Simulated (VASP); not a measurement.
Here is a VASP 6.6.1 calculation.

Contents of POSCAR:

```
In4Bi3P
1.0
   -3.3340323380      3.3340323380      6.6471353730
    3.3340323380     -3.3340323380      6.6471353730
    3.3340323380      3.3340323380     -6.6471353730
P In Bi
1 4 3
Direct
    0.0000000000      0.0000000000      0.0000000000
    0.6554821475      0.6554821475      0.5447588137
    0.8892766662      0.3445178525      0.0000000000
    0.1107233338      0.1107233338      0.4552411863
    0.3445178525      0.8892766662      0.0000000000
    0.2500000000      0.7500000000      0.5000000000
    0.5000000000      0.5000000000      0.0000000000
    0.7500000000      0.2500000000      0.5000000000
```

The input INCAR.step1:

```
SYSTEM = In4Bi3P
PREC = Accurate ; ENCUT = 550
ISMEAR = -1 ; SIGMA = 0.02
LREAL = .False. ; LASPH = .True.
NELM = 120 ; NBANDS = 61
GGA = PE ; ALGO = Normal
EDIFF = 1E-5 ; LWAVE = .True.
LCHARG = .False. ; GGA_COMPAT = .False.
```

The input INCAR.step2:

```
SYSTEM = In4Bi3P
PREC = Accurate ; ENCUT = 550
EDIFF = 1E-6 ; ISMEAR = -1
SIGMA = 0.02 ; LREAL = .False.
LASPH = .True. ; NELM = 120
ALGO = Normal ; ISIF = 2
LWAVE = .False. ; LCHARG = .True.
METAGGA = R2SCAN ; LMIXTAU = .True.
LELF = .True. ; LVHAR = .True.
NBANDS = 61 ; ISTART = 1
GGA_COMPAT = .False.
```

Contents of KPOINTS:

```
regular mesh
0
Gamma
  4 4 4
  0 0 0
```

Potentials or basis: VASP PAW PBE potentials, release 64 (P, In_d, Bi_d).

Launch:

```console
$ cat potpaw_PBE.64/P/POTCAR potpaw_PBE.64/In_d/POTCAR potpaw_PBE.64/Bi_d/POTCAR > POTCAR
$ cp INCAR.step1 INCAR
$ mpirun -np 1 vasp_std > vasp.out
$ cp INCAR.step2 INCAR
$ mpirun -np 1 vasp_std > vasp.out
```

Question: Predict the pressure.

Answer: -2.2 GPa.

Question: What does it give for the largest force?

Answer: 0.012 eV/Å.

Forces in eV/Å, atoms in the order of the input:
```
P    0.000  0.000  0.000
In   0.008  0.008 -0.005
In  -0.008  0.008  0.005
In  -0.008 -0.008 -0.005
In   0.008 -0.008  0.005
Bi   0.000  0.000  0.000
Bi   0.000  0.000  0.000
Bi   0.000  0.000  0.000
```

Caveat: the PAW data sets were made with another functional, which shifts forces and pressure a little.
